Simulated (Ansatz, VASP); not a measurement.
**Y3VCo in VASP and in Ansatz**

```
Y V Co
1.0
     5.15015    0.00000    0.00000
     0.00000    5.15015    0.00000
     0.00000    0.00000    5.15015
Y V Co
3 1 1
Direct
  0.00000 0.50000 0.50000
  0.50000 0.00000 0.50000
  0.50000 0.50000 0.00000
  0.00000 0.00000 0.00000
  0.50000 0.50000 0.50000
```

Alike in both runs: functional PBE; k mesh 4 × 4 × 4; occupations gaussian, width 0.1 eV; collinear spin.

Ansatz relaxed the structure, and its values are those at the end. VASP's run is a single point on that final structure, the one shown.

|  | VASP | Ansatz |
| --- | --- | --- |
| version | VASP 6.6.1 | Ansatz 0.2.0 |
| potentials or method | VASP PAW PBE potentials, release 64 (Y_sv, V_sv, Co), cutoff 520 eV | scalar-relativistic, plane waves, PAW |
| valence electrons in the cell | 55 | 63 |

|  | VASP | Ansatz | Ansatz less VASP |
| --- | --- | --- | --- |
| gap on the k mesh at the Fermi level (eV) | none | none | - |
| pressure (GPa) | 0.3 | 0.4 | +0.10 |
| net moment per atom (μB) | 0.82 | 0.82 | 0.000 |
| size of the moment on the site where the two differ most (μB) | 2.90 | 3.35 | +0.449 |

Site moments also hang on the region over which each program counts them. A gap of «none» marks a metal or a gap that the smearing closes. VASP's potentials hold 55 valence electrons a cell and Ansatz's 63, so a difference there can come from the potentials and not from the codes.
